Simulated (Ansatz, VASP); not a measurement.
## Two plane-wave programs on NaAl3

```
Na Al
1.0
    -2.18772    2.18772    3.98021
     2.18772   -2.18772    3.98021
     2.18772    2.18772   -3.98021
Na Al
1 3
Direct
  0.00000 0.00000 0.00000
  0.75000 0.25000 0.50000
  0.25000 0.75000 0.50000
  0.50000 0.50000 0.00000
```

Alike in both runs: task single point; functional r2SCAN; k mesh 2 × 2 × 2; occupations gaussian, width 0.1 eV; no spin polarisation.

|  | VASP | Ansatz |
| --- | --- | --- |
| version | VASP 6.6.1 | Ansatz 0.2.0 |
| potentials or method | VASP PAW PBE potentials, release 64 (Na_pv, Al), cutoff 550 eV | scalar-relativistic, plane waves, PAW |
| valence electrons in the cell | 16 | 18 |

```tsv
	VASP	Ansatz	Ansatz less VASP
pressure (GPa)	-1.6	-1.4	+0.19
traceless stress, the component that is largest in VASP (GPa)	7.68	7.69	+0.004
```

VASP's potentials were made for PBE, not for r2SCAN. With one functional, cell and mesh, what is left measures potentials, basis and numerics. VASP's potentials hold 16 valence electrons a cell and Ansatz's 18, so a difference there can come from the potentials and not from the codes.

The k mesh is coarse, so the values compare programs but aren't converged.
